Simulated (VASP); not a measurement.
A run of VASP 6.6.1 is set up as follows.

Contents of POSCAR:

```
Al
1.0
   -1.5943685756      1.5943685756      1.5943685756
    1.5943685756     -1.5943685756      1.5943685756
    1.5943685756      1.5943685756     -1.5943685756
Al
1
Direct
    0.0000000000      0.0000000000      0.0000000000
```

Contents of INCAR.step1:

```
SYSTEM = Al
  ALGO = Normal
  EDIFF = 1E-4
  ENCUT = 520
  GGA = PE
  ISMEAR = 0
  LASPH = .TRUE.
  LCHARG = .FALSE.
  LREAL = .FALSE.
  LWAVE = .TRUE.
  NBANDS = 8
  NELM = 100
  PREC = Accurate
  SIGMA = 0.1
```

File INCAR.step2:

```
SYSTEM = Al
  ALGO = Normal
  EDIFF = 1E-6
  ENCUT = 520
  ISIF = 2
  ISMEAR = 0
  ISTART = 1
  LASPH = .TRUE.
  LCHARG = .FALSE.
  LMIXTAU = .TRUE.
  LREAL = .FALSE.
  LWAVE = .FALSE.
  METAGGA = R2SCAN
  NBANDS = 8
  NELM = 100
  PREC = Accurate
  SIGMA = 0.1
```

File KPOINTS:

```
k-points
0
G
  18 18 18
  0 0 0
```

Potentials or basis: VASP PAW PBE potentials, release 64 (Al).

Launch:

```console
$ cat potpaw_PBE.64/Al/POTCAR > POTCAR
$ cp INCAR.step1 INCAR
$ mpirun -np 1 vasp_std > vasp.out
$ cp INCAR.step2 INCAR
$ mpirun -np 1 vasp_std > vasp.out
```

Task: Estimate the pressure.

Result: -0.3 GPa.

Caveat: the PAW data sets were made with another functional, which shifts forces and pressure a little.
